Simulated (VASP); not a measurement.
A run of VASP 6.6.1 is set up as follows.

INCAR

```
  PREC = Accurate
  ENCUT = 520
  EDIFF = 1E-6
  ISMEAR = -1
  SIGMA = 0.02
  LREAL = False
  LASPH = True
  NELM = 60
  ALGO = Normal
  ISIF = 2
  LWAVE = False
  LCHARG = False
  GGA = PE
  NBANDS = 12
```

File KPOINTS:

```
regular mesh
0
Gamma
  10 10 10
```

The input POSCAR:

```
LiF
1.0
    0.0000000000      1.9350255854      2.0391122889
    1.9350255854      0.0000000000      2.0391122889
    1.9350255854      1.9350255854      0.0000000000
Li F
1 1
Direct
    0.0000000000      0.0000000000      0.0000000000
    0.5000000000      0.5000000000      0.5000000000
```

Potentials or basis: VASP PAW PBE potentials, release 64 (Li_sv, F).

Command:

```console
$ cat potpaw_PBE.64/Li_sv/POTCAR potpaw_PBE.64/F/POTCAR > POTCAR
$ mpirun -np 1 vasp_std > vasp.out
```

Question: Predict the band gap on the k mesh.

Answer: 9.64 eV, direct.

Caveat: the cell differs from its parent crystal (epitaxial xy strain -3.0%). A k mesh can miss the band edges.
